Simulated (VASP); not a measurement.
A run of VASP 6.6.1 is set up as follows.

Contents of INCAR:

```
SYSTEM = H
PREC     = Accurate       ! precision mode
ENCUT    = 400            ! plane-wave cutoff, eV
EDIFF    = 1E-8           ! SCF threshold, eV
ISMEAR   = -1             ! smearing method
SIGMA    = 0.01           ! smearing width, eV
LREAL    = .False.        ! projectors in reciprocal space
LASPH    = .True.         ! aspherical terms in the spheres
NELM     = 120            ! most SCF steps
ALGO     = Normal         ! electronic algorithm
ISIF     = 2              ! what is computed and relaxed
LWAVE    = .False.        ! write WAVECAR
LCHARG   = .False.        ! write CHGCAR
GGA      = PE             ! functional
LEFG     = .True.       
NBANDS   = 8              ! bands
GGA_COMPAT= .False.
```

File KPOINTS:

```
Automatic mesh
0
Gamma
  13 13 7
  0 0 0
```

File POSCAR:

```
H
1.0
    1.9946445635      0.0000000000      0.0000000000
   -0.9973222818      1.7274128635      0.0000000000
    0.0000000000      0.0000000000      3.2043007947
H
2
Direct
    0.3333333333      0.6666666667      0.2500000000
    0.6666666667      0.3333333333      0.7500000000
```

Potentials or basis: VASP PAW PBE potentials, release 64 (H).

Launch:

```sh
$ cat potpaw_PBE.64/H/POTCAR > POTCAR
$ mpirun -np 1 vasp_std > vasp.out
```

Q: Estimate the band gap on the k mesh.

A: Zero (bands 1 and 2 overlap by 8.90 eV).

Q: What does it give for the pressure?

A: -24.8 GPa.

Stress tensor (GPa, compression positive):
```
-23.67   0.00   0.00
  0.00 -23.67   0.00
  0.00   0.00 -26.99
```

Caveat: the cell stands under tension; without QUAD_EFG the Cq values of the log hold for a quadrupole moment of 1 mb, not for the nuclei.
